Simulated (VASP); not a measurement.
Write the native input for VASP 6.6.1 that does the following.

```yaml
Task: single point
Functional: r2SCAN
Potentials_or_basis: VASP PAW PBE potentials, release 64 (Sr_sv, Ti_sv, O)
Cutoff: 520 eV
k_mesh: 6 × 6 × 6
Occupations: gaussian, width 0.02 eV
Spin: no spin polarisation
Hubbard_terms: Ti d U = 4.0 eV
Dipole_correction: no
Further_INCAR_settings: ALGO = Normal; EDIFF = 1e-06; NBANDS = 28
```

Crystal: SrTiO3.

```
CELL_PARAMETERS angstrom
3.91801 0.00000 0.00000
0.00000 3.91801 0.00000
0.00000 0.00000 3.91801
ATOMIC_POSITIONS crystal
Sr 0.00000 0.00000 0.00000
Ti 0.50000 0.50000 0.50000
O 0.00000 0.50000 0.50000
O 0.50000 0.00000 0.50000
O 0.50000 0.50000 0.00000
```

One way to write it, as run:

POSCAR

```
SrTiO3
1.0
    3.9180091028      0.0000000000      0.0000000000
    0.0000000000      3.9180091028      0.0000000000
    0.0000000000      0.0000000000      3.9180091028
Sr Ti O
1 1 3
Direct
    0.0000000000      0.0000000000      0.0000000000
    0.5000000000      0.5000000000      0.5000000000
    0.0000000000      0.5000000000      0.5000000000
    0.5000000000      0.0000000000      0.5000000000
    0.5000000000      0.5000000000      0.0000000000
```

INCAR.step1

```
SYSTEM = SrTiO3
  PREC = Accurate
  ENCUT = 520
  ISMEAR = 0
  SIGMA = 0.02
  LREAL = .FALSE.
  LASPH = .TRUE.
  NELM = 150
  LMAXMIX = 4
  LDAU = .TRUE.
  LDAUTYPE = 2
  LDAUL = -1 2 -1
  LDAUU = 0 4 0
  LDAUJ = 0 0 0
  NBANDS = 28
  GGA = PE
  ALGO = Normal
  EDIFF = 1E-4
  LWAVE = .TRUE.
  LCHARG = .FALSE.
```

INCAR.step2

```
SYSTEM = SrTiO3
  PREC = Accurate
  ENCUT = 520
  EDIFF = 1E-6
  ISMEAR = 0
  SIGMA = 0.02
  LREAL = .FALSE.
  LASPH = .TRUE.
  NELM = 150
  ALGO = Normal
  ISIF = 2
  LWAVE = .FALSE.
  LCHARG = .FALSE.
  LMAXMIX = 4
  LDAU = .TRUE.
  LDAUTYPE = 2
  LDAUL = -1 2 -1
  LDAUU = 0 4 0
  LDAUJ = 0 0 0
  LDAUPRINT = 1
  METAGGA = R2SCAN
  LMIXTAU = .TRUE.
  NBANDS = 28
  ISTART = 1
```

KPOINTS

```
Automatic mesh
0
G
  6 6 6
  0 0 0
```

Potentials or basis: VASP PAW PBE potentials, release 64 (Sr_sv, Ti_sv, O).

Run with:

```console
$ cat potpaw_PBE.64/Sr_sv/POTCAR potpaw_PBE.64/Ti_sv/POTCAR potpaw_PBE.64/O/POTCAR > POTCAR
$ cp INCAR.step1 INCAR
$ mpirun -np 1 vasp_std > vasp.out
$ cp INCAR.step2 INCAR
$ mpirun -np 1 vasp_std > vasp.out
```

It gave:

| Item | Value |
| --- | --- |
| Pressure | 3.1 GPa |
| Band gap on the k mesh | 2.84 eV, indirect (least direct gap 3.28 eV) |

Caveat: the PAW data sets were made with another functional, which shifts forces and pressure a little.

Run time: 2.9 min on 1 thread of AMD EPYC 7R43 64-Core Processor (Zen 3), on a shared host, peak memory 0.15 GiB.
